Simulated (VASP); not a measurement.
Set up this calculation in VASP 6.6.1, as the native input.

| Property | Result |
| --- | --- |
| Task | single point |
| Functional | r2SCAN |
| Potentials or basis | VASP PAW PBE potentials, release 64 (Mg) |
| Cutoff | 660 eV |
| k mesh | 5 × 5 × 5 |
| Occupations | fermi-dirac, width 0.1 eV |
| Spin | no spin polarisation |
| Dipole correction | no |
| Further INCAR settings | ALGO = Normal; EDIFF = 1e-06; NBANDS = 9 |

Mg:

```
Mg
1.0
     0.00000    3.40285    3.40285
     3.40285    0.00000    3.40285
     3.40285    3.40285    0.00000
Mg
2
Cartesian
  0.0000 0.0000 0.0000
  1.7014 1.7014 1.7014
```

One way to write it, as run:

POSCAR

```
Mg
1.0
    0.0000000000      3.4028463582      3.4028463582
    3.4028463582      0.0000000000      3.4028463582
    3.4028463582      3.4028463582      0.0000000000
Mg
2
Direct
    0.0000000000      0.0000000000      0.0000000000
    0.2500000000      0.2500000000      0.2500000000
```

INCAR.step1

```
SYSTEM = Mg
PREC = Accurate ; ENCUT = 660
ISMEAR = -1 ; SIGMA = 0.1
LREAL = .False. ; LASPH = .True.
NELM = 120 ; NBANDS = 9
GGA = PE ; ALGO = Normal
EDIFF = 1E-5 ; LWAVE = .True.
LCHARG = .False. ; GGA_COMPAT = .False.
```

INCAR.step2

```
SYSTEM = Mg
PREC = Accurate ; ENCUT = 660
EDIFF = 1E-6 ; ISMEAR = -1
SIGMA = 0.1 ; LREAL = .False.
LASPH = .True. ; NELM = 120
ALGO = Normal ; ISIF = 2
LWAVE = .False. ; LCHARG = .True.
METAGGA = R2SCAN ; LMIXTAU = .True.
LELF = .True. ; LVHAR = .True.
NBANDS = 9 ; ISTART = 1
GGA_COMPAT = .False.
```

KPOINTS

```
regular mesh
0
Gamma
  5 5 5
  0 0 0
```

Potentials or basis: VASP PAW PBE potentials, release 64 (Mg).

The run is started by

```console
$ cat potpaw_PBE.64/Mg/POTCAR > POTCAR
$ cp INCAR.step1 INCAR
$ mpirun -np 1 vasp_std > vasp.out
$ cp INCAR.step2 INCAR
$ mpirun -np 1 vasp_std > vasp.out
```

It gave:

```yaml
Pressure: 0.1 GPa
Band_gap_on_the_k_mesh: zero (band 2 reaches 3.61 eV, above the bottom of band 3 at -0.09 eV)
```

Caveat: the PAW data sets were made with another functional, which shifts forces and pressure a little.

Wall time 21 s on 1 thread of Intel(R) Xeon(R) 6975P-C (Granite Rapids), with other jobs on the host, peak memory 0.24 GiB.
